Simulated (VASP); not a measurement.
ZnIr2O4:

```
CELL_PARAMETERS angstrom
0.00000 4.31457 4.31457
4.31457 0.00000 4.31457
4.31457 4.31457 0.00000
ATOMIC_POSITIONS crystal
Zn 0.75000 0.75000 0.75000
Zn 0.50000 0.50000 0.50000
Ir 0.12500 0.12500 0.62500
Ir 0.12500 0.62500 0.12500
Ir 0.62500 0.12500 0.12500
Ir 0.12500 0.12500 0.12500
O 0.36396 0.36396 0.90811
O 0.36396 0.90811 0.36396
O 0.90811 0.36396 0.36396
O 0.36396 0.36396 0.36396
O 0.88604 0.88604 0.34189
O 0.88604 0.34189 0.88604
O 0.34189 0.88604 0.88604
O 0.88604 0.88604 0.88604
```

Base run:

* Program: VASP 6.6.1
* Functional: PBE
* Potentials or basis: VASP PAW PBE potentials, release 64 (Zn, Ir, O)
* Cutoff: 520 eV
* k mesh: 6 × 6 × 6
* Occupations: gaussian, width 0.03 eV
* Spin: no spin polarisation

Its results: band gap on the k mesh 0.61 eV (least direct gap 0.69 eV); pressure 8.7 GPa; largest force 0.269 eV/Å.

The run is repeated on the same cell with these changes: functional from PBE to LDA; potentials or basis from VASP PAW PBE potentials, release 64 (Zn, Ir, O) to VASP PAW LDA potentials, release 64 (Zn, Ir, O). What comes out?

Band gap on the k mesh 0.53 eV (least direct gap 0.61 eV); pressure -5.6 GPa; largest force 0.122 eV/Å.

Caveats: spin-orbit coupling is left out, which moves the levels of the heavy elements; the cell stands under pressure (at least some runs); the cell stands under tension (at least some runs).
